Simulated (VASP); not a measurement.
# Os (Fm-3m) in VASP: single point with PBE

Aim: the single point of Os with PBE.

Program: VASP 6.6.1. These are calculated values, not measurements. Logs are shortened: lines on timing, memory, paths and dates and some standing lists are left out, and cuts for length are marked.

## 1. The cell of the first run

The structure is cubic, space group Fm-3m (No. 225). Conventional cell: a = 3.855 Å, b = 3.855 Å, c = 3.855 Å, α = 90.00°, β = 90.00°, γ = 90.00°. Within 3.6 Å of Os (site symmetry m-3m) lie 12 Os at 2.73 Å.

## 2. Single point, PBE

Contents of INCAR:

```
SYSTEM = Os
  PREC = Accurate
  ENCUT = 520
  EDIFF = 1E-6
  ISMEAR = -1
  SIGMA = 0.13605693000000002
  LREAL = .FALSE.
  LASPH = .TRUE.
  NELM = 100
  ALGO = Normal
  ISIF = 2
  LWAVE = .FALSE.
  LCHARG = .FALSE.
  GGA = PE
  NBANDS = 10
```

Contents of KPOINTS:

```
regular mesh
0
G
  15 15 15
  0 0 0
```

Contents of POSCAR:

```
Os
1.0
    0.0000000000      1.9275308254      1.9275308254
    1.9275308254      0.0000000000      1.9275308254
    1.9275308254      1.9275308254      0.0000000000
Os
1
Direct
    0.0000000000      0.0000000000      0.0000000000
```

Potentials or basis: VASP PAW PBE potentials, release 64 (Os).

On the command line:

```sh
$ cat potpaw_PBE.64/Os/POTCAR > POTCAR
$ mpirun -np 1 vasp_std > vasp.out
```

OUTCAR:

```text
SYSTEM = Os
   PREC = Accurate
   ENCUT = 520
   EDIFF = 1E-6
   ISMEAR = -1
   LREAL = .FALSE.
   LASPH = .TRUE.
   NELM = 100
   ISIF = 2
   GGA = PE

 ion  position               nearest neighbor table
   1  0.000  0.000  0.000-

  LATTYP: Found a face centered cubic cell.
 ALAT       =     3.8550616508

  Lattice vectors:

 A1 = (   0.0000000000,   1.9275308254,   1.9275308254)
 A2 = (   1.9275308254,   0.0000000000,   1.9275308254)
 A3 = (   1.9275308254,   1.9275308254,   0.0000000000)

Analysis of symmetry for initial positions (statically):
=====================================================================
 Subroutine PRICEL returns:
 Original cell was already a primitive cell.

 Routine SETGRP: Setting up the symmetry group for a
 face centered cubic supercell.

 Subroutine GETGRP returns: Found 48 space group operations
 (whereof 48 operations were pure point group operations)
 out of a pool of 48 trial point group operations.

The static configuration has the point symmetry O_h .

Analysis of symmetry for dynamics (positions and initial velocities):
=====================================================================
 Subroutine PRICEL returns:
 Original cell was already a primitive cell.

 Routine SETGRP: Setting up the symmetry group for a
 face centered cubic supercell.

 Subroutine GETGRP returns: Found 48 space group operations
 (whereof 48 operations were pure point group operations)
 out of a pool of 48 trial point group operations.

The dynamic configuration has the point symmetry O_h .

 Subroutine INISYM returns: Found 48 space group operations
 (whereof 48 operations are pure point group operations),
 and found     1 'primitive' translations

----------------------------------------------------------------------------------------

                                     Primitive cell

  volume of cell :      14.3230

  direct lattice vectors                    reciprocal lattice vectors
     0.000000000  1.927530825  1.927530825    -0.259399224  0.259399224  0.259399224
     1.927530825  0.000000000  1.927530825     0.259399224 -0.259399224  0.259399224
     1.927530825  1.927530825  0.000000000     0.259399224  0.259399224 -0.259399224

  length of vectors
     2.725940235  2.725940235  2.725940235     0.449292635  0.449292635  0.449292635

  position of ions in fractional coordinates (direct lattice)
     0.000000000  0.000000000  0.000000000

  ion indices of the primitive-cell ions
   primitive index   ion index
                 1           1

----------------------------------------------------------------------------------------

 KPOINTS: regular mesh

Automatic generation of k-mesh.
 Grid dimensions read from file:
 generate k-points for:   15   15   15

 Generating k-lattice:

  Cartesian coordinates                     Fractional coordinates (reciprocal lattice)
    -0.017293282  0.017293282  0.017293282     0.066666667  0.000000000  0.000000000
     0.017293282 -0.017293282  0.017293282     0.000000000  0.066666667  0.000000000
     0.017293282  0.017293282 -0.017293282     0.000000000  0.000000000  0.066666667

  Length of vectors
     0.029952842  0.029952842  0.029952842

  Shift w.r.t. Gamma in fractional coordinates (k-lattice)
     0.000000000  0.000000000  0.000000000

 Subroutine IBZKPT returns following result:
 ===========================================

 Found    120 irreducible k-points:

 Following reciprocal coordinates:
            Coordinates               Weight
  0.000000  0.000000  0.000000      1.000000
  0.066667  0.000000  0.000000      8.000000
  0.133333  0.000000  0.000000      8.000000
  0.200000  0.000000  0.000000      8.000000
  0.266667  0.000000  0.000000      8.000000
  0.333333  0.000000  0.000000      8.000000
[... 16 lines left out ...]
  0.133333  0.133333  0.000000      6.000000
  0.200000  0.133333  0.000000     24.000000
 [... further k-points ...]
   k-points           NKPTS =    120   k-points in BZ     NKDIM =    120   number of bands    NBANDS=     10
   number of dos      NEDOS =    301   number of ions     NIONS =      1
   total plane-waves  NPLWV =   8000
   dimension x,y,z NGX =    20 NGY =   20 NGZ =   20
   dimension x,y,z NGXF=    40 NGYF=   40 NGZF=   40
   ions per type =               1
   NGX,Y,Z   is equivalent  to a cutoff of  12.20, 12.20, 12.20 a.u.
   NGXF,Y,Z  is equivalent  to a cutoff of  24.39, 24.39, 24.39 a.u.
 SYSTEM =  Os
   PREC   = accura    normal or accurate (medium, high low for compatibility)
   ISTART =      0    job   : 0-new  1-cont  2-samecut
   ICHARG =      2    charge: 1-file 2-atom 10-const
   ISPIN  =      1    spin polarized calculation?
   LNONCOLLINEAR =      F non collinear calculations
   LSORBIT =      F    spin-orbit coupling
   LASPH  =      T    aspherical Exc in radial PAW
   ENCUT  =  520.0 eV  38.22 Ry    6.18 a.u.   5.07  5.07  5.07*2*pi/ulx,y,z
   NELM   =    100;   NELMIN=  2; NELMDL= -5     # of ELM steps
   EDIFF  = 0.1E-05   stopping-criterion for ELM
   LREAL  =      F    real-space projection
   EDIFFG = 0.1E-04   stopping-criterion for IOM
   NSW    =      0    number of steps for IOM
   IBRION =     -1    ionic relax: 0-MD 1-quasi-New 2-CG
   NFREE  =      0    steps in history (QN), initial steepest desc. (CG)
   ISIF   =      2    stress and relaxation
   ISYM   =      2    0-nonsym 1-usesym 2-fastsym
   POTIM  = 0.5000    time-step for ionic-motion
   TEBEG  =    0.0;   TEEND  =   0.0 temperature during run
   PSTRESS=    0.0 pullay stress
   NELECT =       8.0000    total number of electrons
   NUPDOWN=      -1.0000    fix difference up-down
   EMIN   =  10.00;   EMAX   =-10.00  energy-range for DOS
   EFERMI =   0.00;   METHOD = LEGACY
   ISMEAR =    -1;   SIGMA  =   0.14  broadening in eV -4-tet -1-fermi 0-gaus
   EFERMI_NEDOS =   21; number of points for ismear=-14 and -15
   IALGO  =     38    algorithm
   IMIX   =      4    mixing-type and parameters
     AMIX     =   0.40;   BMIX     =  1.00
     AMIX_MAG =   1.60;   BMIX_MAG =  1.00
  volume/ion in A,a.u.               =      14.32        96.66
  Fermi-wavevector in a.u.,A,eV,Ry     =   1.348218  2.547763 24.731203  1.817692
  Thomas-Fermi vector in A             =   2.475905
   LORBIT       =      0    0 simple, 1 ext, 2 COOP (PROOUT), +10 PAW based schemes
   GGA     = PE    functional components
   LHFCALC =     F    Hartree Fock is set to
   AEXX    =    0.0000 exact exchange contribution
   IVDW    =     0    specifies the selected vdW correction
   LEPSILON=     F    determine dielectric tensor
   LRPA    =     F    only Hartree local field effects (RPA)
 non-spin polarized calculation
  energy-cutoff  :      520.00
  volume of cell :       14.32
 maximum number of plane-waves:       397
   NGX = 11   NGY = 11   NGZ = 11

 number of electron       8.0000000 magnetization

 Free energy of the ion-electron system (eV)
  ---------------------------------------------------
  ext. energy  EPLUGINS =         0.00000000
  ---------------------------------------------------
  free energy    TOTEN  =       -11.14172819 eV

  energy without entropy =      -11.09718583  energy(sigma->0) =      -11.11945701

 E-fermi :   9.0066     XC(G=0): -13.9192

 val. band max:        8.9995397660   @ k =  -0.4000   0.3333   0.0000
 cond. band min:       9.0431439693   @ k =   0.0000   0.0000   0.0000
 fundamental gap:      0.0436042033
 Fermi energy:         9.0065893335

 k-point     1 :       0.0000    0.0000    0.0000
  band No.  band energies     occupation
      1      -1.6186      2.00000
      2       6.0992      2.00000
      3       6.0992      2.00000
      4       6.0992      2.00000
      5       9.0431      0.86647
      6       9.0431      0.86647
      7      23.2606      0.00000
      8      28.9427      0.00000
      9      28.9427      0.00000
     10      28.9427      0.00000

 k-point     2 :       0.0667    0.0000    0.0000
  band No.  band energies     occupation
      1      -1.4158      2.00000
      2       5.9774      2.00000
      3       6.1909      2.00000
      4       6.1909      2.00000
      5       8.9779      1.10492
      6       8.9779      1.10492
      7      23.6362      0.00000
      8      27.9265      0.00000
      9      29.3005      0.00000
     10      29.3005      0.00000

 k-point     3 :       0.1333    0.0000    0.0000
  band No.  band energies     occupation
      1      -0.8395      2.00000
      2       5.6869      2.00000
      3       6.4124      2.00000
      4       6.4124      2.00000
      5       8.8595      1.49330
      6       8.8595      1.49330
      7      24.6021      0.00000
      8      26.2157      0.00000
      9      30.3301      0.00000
     10      30.3301      0.00000

 k-point     4 :       0.2000    0.0000    0.0000
  band No.  band energies     occupation
      1      -0.0053      2.00000
      2       5.4297      2.00000
      3       6.5843      2.00000
      4       6.5843      2.00000
      5       8.9173      1.31674
      6       8.9173      1.31674
      7      24.2623      0.00000
      8      26.0608      0.00000
      9      31.9079      0.00000
     10      31.9079      0.00000
[... 222 lines left out ...]
 k-point    22 :      -0.0667    0.0667    0.0000
  band No.  band energies     occupation
      1      -1.0868      2.00000
      2       5.7641      2.00000
      3       6.3201      2.00000
      4       6.3762      2.00000
      5       8.7071      1.80071
      6       9.0736      0.75859
      7      24.2281      0.00000
      8      27.0763      0.00000
      9      29.2244      0.00000
     10      30.1900      0.00000

 k-point    23 :       0.1333    0.1333    0.0000
  band No.  band energies     occupation
      1      -0.5734      2.00000
      2       5.2785      2.00000
      3       6.7329      2.00000
      4       6.7329      2.00000
      5       8.0729      1.99791
      6       9.3750      0.12503
      7      25.1792      0.00000
      8      27.3468      0.00000
      9      29.3508      0.00000
     10      29.3508      0.00000

 k-point    24 :       0.2000    0.1333    0.0000
  band No.  band energies     occupation
      1       0.0708      2.00000
      2       4.9247      2.00000
      3       6.9242      2.00000
      4       7.0435      2.00000
      5       7.8684      1.99953
      6       9.5522      0.03562
      7      26.1717      0.00000
      8      26.4204      0.00000
      9      29.6166      0.00000
     10      30.1360      0.00000

 [... further k-points ...]
[... 5 lines left out ...]
  --------------------------------------------------------------------------------------
  -------------------------------------------------------------------------------------
  Total        0.0333796      0.0333796      0.0333796      0.0000000      0.0000000      0.0000000
  in kB        3.7338569      3.7338569      3.7338569      0.0000000      0.0000000      0.0000000
  external PRESSURE =       3.7338569 kB  Pullay stress =       0.0000000 kB

 VOLUME and BASIS-vectors are now :
 -----------------------------------------------------------------------------
  energy-cutoff  :      520.00
  volume of cell :       14.32
      direct lattice vectors                 reciprocal lattice vectors
     0.000000000  1.927530825  1.927530825    -0.259399224  0.259399224  0.259399224
     1.927530825  0.000000000  1.927530825     0.259399224 -0.259399224  0.259399224
     1.927530825  1.927530825  0.000000000     0.259399224  0.259399224 -0.259399224

 POSITION                                       TOTAL-FORCE (eV/Angst)
 -----------------------------------------------------------------------------------
      0.00000      0.00000      0.00000         0.000000      0.000000      0.000000
 -----------------------------------------------------------------------------------
    total drift:                                0.000000      0.000000     -0.000000

  FREE ENERGIE OF THE ION-ELECTRON SYSTEM (eV)
  ---------------------------------------------------
  free  energy   TOTEN  =       -11.1417281863 eV

  energy  without entropy=      -11.0971858276  energy(sigma->0) =      -11.11945701
```

Run time: 11 s. Hardware: 1 thread of Intel Xeon Platinum 8259CL at 2.50GHz (Skylake/Cascade Lake), shared host; peak memory 0.14 GiB.

Results:

```
Free energy            : -11.1417 eV
Pressure               : 0.4 GPa
Band gap on the k mesh : zero (band 4 reaches 11.30 eV, above the bottom of band 5 at 7.50 eV)
```

Caveat: spin-orbit coupling is left out, which moves the levels of the heavy elements.
